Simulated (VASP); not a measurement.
# Ba (P6_3/mmc) in VASP: further runs, part 2 of 2

VASP 6.6.1.

## Step 3: Relaxation of shape and atoms at fixed volume, PBEsol

This run uses another cell than the first one, of 29.03 Å³/atom.

File INCAR:

```
SYSTEM = Ba
PREC = Accurate
ENCUT = 600
EDIFF = 1E-6
ISMEAR = -1
SIGMA = 0.08
LREAL = .FALSE.
LASPH = .TRUE.
NELM = 60
ALGO = Normal
ISIF = 4
LWAVE = .FALSE.
LCHARG = .FALSE.
GGA = PS
IBRION = 2
NSW = 50
EDIFFG = -0.005
```

File KPOINTS:

```
Automatic mesh
0
G
  10 10 6
  0 0 0
```

File POSCAR:

```
Ba
1.0
    3.4509064394      0.0000000000      0.0000000000
   -1.7254532197      2.9885726426      0.0000000000
    0.0000000000      0.0000000000      5.6304302106
Ba
2
Direct
    0.3333333333      0.6666666667      0.2500000000
    0.6666666667      0.3333333333      0.7500000000
```

Potentials or basis: VASP PAW PBE potentials, release 64 (Ba_sv).

Started as:

```
> cat potpaw_PBE.64/Ba_sv/POTCAR > POTCAR
> mpirun -np 1 vasp_std > vasp.out
```

It took 1.7 min on 1 thread of Oxide Virtual Turin-like, shared host; peak memory 0.18 GiB.

It converged, with:

* Free energy: -2.5416 eV
* Energy gained by relaxing: 20.1 meV/atom
* Ionic steps: 5
* Pressure after relaxing: 16.5 GPa
* Band gap on the k mesh: zero (bands 10 and 11 overlap by 0.96 eV)

The path:
```
step  energy change (eV)  largest force (eV/Å)  pressure (GPa)  volume (Å³)
   1              0.0000                0.0000           16.25        58.07
   2             -0.0230                0.0000           16.29        58.07
   3             -0.0387                0.0000           16.40        58.07
   4             -0.0401                0.0000           16.46        58.07
   5             -0.0401                0.0000           16.45        58.07
```

Final structure:
```cif
data_structure
_symmetry_space_group_name_H-M 'P 1'
_symmetry_Int_Tables_number 1
_cell_length_a 3.5543
_cell_length_b 3.5543
_cell_length_c 5.3076
_cell_angle_alpha 90.000
_cell_angle_beta 90.000
_cell_angle_gamma 120.000
_cell_volume 58.07
loop_
_atom_site_label
_atom_site_type_symbol
_atom_site_fract_x
_atom_site_fract_y
_atom_site_fract_z
_atom_site_occupancy
Ba1 Ba 0.33333 0.66667 0.25000 1
Ba2 Ba 0.66667 0.33333 0.75000 1
```

Levels at points of the mesh, in eV from the Fermi level:
```tsv
k point	band 7	band 8	band 9	band 10	band 11	band 12	band 13	band 14
(0.00, 0.00, 0.00)	-12.15	-11.77	-2.05	-2.01	1.79	1.79	3.01	3.14
(0.50, 0.00, 0.00)	-13.13	-12.42	-2.36	-0.94	-0.45	1.19	3.81	4.15
(0.00, 0.00, 0.50)	-12.51	-12.51	-0.93	-0.93	1.56	1.56	1.56	1.56
(0.50, 0.00, 0.50)	-12.81	-12.81	-1.69	-1.69	-0.09	-0.09	4.02	4.02
```

Caveat: the PAW data sets were made with another functional, which shifts forces and pressure a little; spin-orbit coupling is left out, which moves the levels of the heavy elements.

## Step 4: Relaxation of shape and atoms at fixed volume, PBEsol

This run uses another cell than the first one, of 34.84 Å³/atom.

INCAR, as its differences from that of step 3:

```diff
@@ -3,3 +3,3 @@
 ENCUT = 600
-EDIFF = 1E-6
+EDIFF = 1E-7
 ISMEAR = -1
@@ -8,3 +8,3 @@
 LASPH = .TRUE.
-NELM = 60
+NELM = 80
 ALGO = Normal
```

KPOINTS is that of step 3.

File POSCAR:

```
Ba
1.0
    3.6671352993      0.0000000000      0.0000000000
   -1.8335676497      3.1758323283      0.0000000000
    0.0000000000      0.0000000000      5.9832249115
Ba
2
Direct
    0.3333333333      0.6666666667      0.2500000000
    0.6666666667      0.3333333333      0.7500000000
```

Started as:

```
> cat potpaw_PBE.64/Ba_sv/POTCAR > POTCAR
> mpirun -np 1 vasp_std > vasp.out
```

Wall time 2.1 min (1 thread of Oxide Virtual Turin-like, shared host); peak memory 0.21 GiB.

Results (log left out):

- Free energy: -3.4097 eV
- Energy gained by relaxing: 16.6 meV/atom
- Ionic steps: 4
- Pressure after relaxing: 8.4 GPa
- Band gap on the k mesh: zero (bands 10 and 11 overlap by 0.93 eV)

Step by step:
```tsv
step	energy change (eV)	largest force (eV/Å)	pressure (GPa)	volume (Å³)
1	0.0000	0.0000	8.75	69.68
2	-0.0207	0.0000	8.63	69.68
3	-0.0329	0.0000	8.46	69.68
4	-0.0333	0.0000	8.44	69.68
```

Final structure:
```cif
data_structure
_symmetry_space_group_name_H-M 'P 1'
_symmetry_Int_Tables_number 1
_cell_length_a 3.7625
_cell_length_b 3.7625
_cell_length_c 5.6837
_cell_angle_alpha 90.000
_cell_angle_beta 90.000
_cell_angle_gamma 120.000
_cell_volume 69.68
loop_
_atom_site_label
_atom_site_type_symbol
_atom_site_fract_x
_atom_site_fract_y
_atom_site_fract_z
_atom_site_occupancy
Ba1 Ba 0.33333 0.66667 0.25000 1
Ba2 Ba 0.66667 0.33333 0.75000 1
```

Levels at points of the mesh, in eV from the Fermi level:
| k point | band 6 | band 7 | band 8 | band 9 | band 10 | band 11 | band 12 | band 13 | band 14 |
| --- | --- | --- | --- | --- | --- | --- | --- | --- | --- |
| (0.00, 0.00, 0.00) | -12.53 | -12.53 | -12.32 | -2.51 | -1.62 | 1.91 | 1.91 | 2.79 | 2.97 |
| (0.50, 0.00, 0.00) | -13.49 | -13.14 | -12.72 | -1.63 | -0.69 | -0.53 | 1.43 | 2.64 | 3.26 |
| (0.00, 0.00, 0.50) | -12.75 | -12.75 | -12.75 | -1.10 | -1.10 | 1.74 | 1.74 | 1.74 | 1.89 |
| (0.50, 0.00, 0.50) | -13.13 | -12.98 | -12.98 | -1.37 | -1.37 | 0.22 | 0.22 | 3.62 | 3.62 |

Caveat: the PAW data sets were made with another functional, which shifts forces and pressure a little; spin-orbit coupling is left out, which moves the levels of the heavy elements.

## Step 5: Relaxation of shape and atoms at fixed volume, PBEsol

This run uses another cell than the first one, of 40.65 Å³/atom.

File INCAR:

```
  PREC = Accurate
  ENCUT = 600
  EDIFF = 1E-7
  ISMEAR = -1
  SIGMA = 0.08
  LREAL = F
  LASPH = T
  NELM = 100
  ALGO = Normal
  ISIF = 4
  LWAVE = F
  LCHARG = F
  GGA = PS
  IBRION = 2
  NSW = 50
  EDIFFG = -0.005
```

File KPOINTS:

```
Automatic mesh
0
Gamma
  10 10 6
```

File POSCAR:

```
Ba
1.0
    3.8604908740      0.0000000000      0.0000000000
   -1.9302454370      3.3432831679      0.0000000000
    0.0000000000      0.0000000000      6.2987000158
Ba
2
Direct
    0.3333333333      0.6666666667      0.2500000000
    0.6666666667      0.3333333333      0.7500000000
```

Potentials or basis: VASP PAW PBE potentials, release 64 (Ba_sv).

Started as:

```
> cat potpaw_PBE.64/Ba_sv/POTCAR > POTCAR
> mpirun -np 1 vasp_std > vasp.out
```

OUTCAR:

```text
PREC = Accurate
   ENCUT = 600
   EDIFF = 1E-7
   ISMEAR = -1
   LREAL = F
   LASPH = T
   NELM = 100
   ISIF = 4
   GGA = PS
   IBRION = 2
   NSW = 50
   EDIFFG = -0.005

 ion  position               nearest neighbor table
   1  0.333  0.667  0.250-   2 3.86   2 3.86   2 3.86   2 3.86   2 3.86   2 3.86
   2  0.667  0.333  0.750-   1 3.86   1 3.86   1 3.86   1 3.86   1 3.86   1 3.86

  LATTYP: Found a hexagonal cell.
 ALAT       =     3.8604908740
 C/A-ratio  =     1.6315800818

  Lattice vectors:

 A1 = (   3.8604908740,   0.0000000000,   0.0000000000)
 A2 = (  -1.9302454370,   3.3432831679,   0.0000000000)
 A3 = (   0.0000000000,   0.0000000000,   6.2987000158)

Analysis of symmetry for initial positions (statically):
[... 305 lines left out ...]
      3     -11.2130      2.00000
      4      -9.7575      2.00000
      5      -9.7575      2.00000
      6      -9.4899      2.00000
      7      -9.4899      2.00000
      8      -9.3961      2.00000
      9       0.5985      2.00000
     10       2.0166      2.00000
     11       5.3096      0.00000
     12       5.3096      0.00000
     13       5.7999      0.00000
     14       6.1381      0.00000
[... 377 lines left out ...]
      1     -24.8640      2.00000
      2     -24.7800      2.00000
      3     -10.9589      2.00000
      4     -10.6730      2.00000
      5     -10.3465      2.00000
      6     -10.1218      2.00000
      7      -9.8475      2.00000
      8      -9.7268      2.00000
      9       2.3280      1.99999
     10       2.5785      1.99986
     11       3.6079      0.07044
     12       4.3094      0.00001
     13       5.0112      0.00000
     14       6.1654      0.00000

 [... further k-points ...]

------------------------ aborting loop because EDIFF is reached ----------------------------------------

  FORCE on cell =-STRESS in cart. coord.  units (eV):
  Direction    XX          YY          ZZ          XY          YZ          ZX
  --------------------------------------------------------------------------------------
  -------------------------------------------------------------------------------------
  Total        2.3788612      2.3788612      2.3796256      0.0000000      0.0000000      0.0000000
  in kB       46.8827493     46.8827493     46.8978136      0.0000000      0.0000000      0.0000000
  external PRESSURE =      46.8877707 kB  Pullay stress =       0.0000000 kB
[... 17 lines left out ...]
  FREE ENERGIE OF THE ION-ELECTRON SYSTEM (eV)
  ---------------------------------------------------
  free  energy   TOTEN  =        -3.8696457321 eV

  energy  without entropy=       -3.8226223233  energy(sigma->0) =       -3.84613403

 reached required accuracy - stopping structural energy minimisation
```

CONTCAR:

```text
Ba
   1.00000000000000
     3.9252418348046954    0.0000000000000000    0.0000000000000000
    -1.9626209174023477    3.3993591448518679    0.0000000000000000
     0.0000000000000000   -0.0000000000000000    6.0926067533586030
  Ba
     2
Direct
     0.3333333332999970    0.6666666667000030    0.2500000000000000
     0.6666666667000030    0.3333333332999970    0.7500000000000000

  0.00000000E+00  0.00000000E+00  0.00000000E+00
  0.00000000E+00  0.00000000E+00  0.00000000E+00
```

It took 3 min on 1 thread of Oxide Virtual Turin-like, shared host; peak memory 0.22 GiB.

Results:

| Item | Value |
| --- | --- |
| Free energy | -3.8696 eV |
| Energy gained by relaxing | 6.0 meV/atom |
| Ionic steps | 4 |
| Pressure after relaxing | 4.7 GPa |
| Band gap on the k mesh | zero (bands 10 and 11 overlap by 0.87 eV) |

Step by step:
```csv
step,energy change (eV),largest force (eV/Å),pressure (GPa),volume (Å³)
1,0.0000,0.0000,4.91,81.30
2,-0.0069,0.0000,4.83,81.30
3,-0.0120,0.0000,4.70,81.30
4,-0.0121,0.0000,4.69,81.30
```

Final structure:
```xyz
2
Lattice="3.9252 0.0000 0.0000 -1.9626 3.3994 0.0000 0.0000 0.0000 6.0926" Properties=species:S:1:pos:R:3 pbc="T T T"
Ba    0.0000    2.2662    1.5232
Ba    1.9626    1.1331    4.5695
```

Levels at points of the mesh, in eV from the Fermi level:
| k point | band 8 | band 9 | band 10 | band 11 | band 12 | band 13 |
| --- | --- | --- | --- | --- | --- | --- |
| (0.00, 0.00, 0.00) | -12.74 | -2.74 | -1.33 | 1.97 | 1.97 | 2.46 |
| (0.50, 0.00, 0.00) | -12.99 | -1.15 | -0.61 | -0.55 | 1.62 | 1.90 |
| (0.00, 0.00, 0.50) | -12.97 | -1.34 | -1.34 | 1.61 | 1.61 | 1.87 |
| (0.50, 0.00, 0.50) | -13.19 | -1.17 | -1.17 | 0.34 | 0.34 | 3.34 |

Caveat: the PAW data sets were made with another functional, which shifts forces and pressure a little; spin-orbit coupling is left out, which moves the levels of the heavy elements.

## Step 6: Overview

| cell | gap on the mesh (eV) | pressure (GPa) |
| --- | --- | --- |
| relaxed from a = 3.204, b = 3.204, c = 5.227 Å, angles 90.0, 90.0, 120.0°, 2 atoms | none | 36.7 |
| relaxed from a = 3.451, b = 3.451, c = 5.630 Å, angles 90.0, 90.0, 120.0°, 2 atoms | none | 16.5 |
| relaxed from a = 3.667, b = 3.667, c = 5.983 Å, angles 90.0, 90.0, 120.0°, 2 atoms | none | 8.4 |
| relaxed from a = 3.860, b = 3.860, c = 6.299 Å, angles 90.0, 90.0, 120.0°, 2 atoms | none | 4.7 |

Alike in all rows: task relaxation of shape and atoms at fixed volume; level PBEsol; potentials or basis VASP PAW PBE potentials, release 64 (Ba_sv); no spin polarisation; k mesh 10 × 10 × 6; cutoff (eV) 600; smearing fermi-dirac 0.08 eV.

Caveats: the PAW data sets were made with another functional, which shifts forces and pressure a little; spin-orbit coupling is left out, which moves the levels of the heavy elements.

Absolute energies hang on the potentials; compare differences alone.
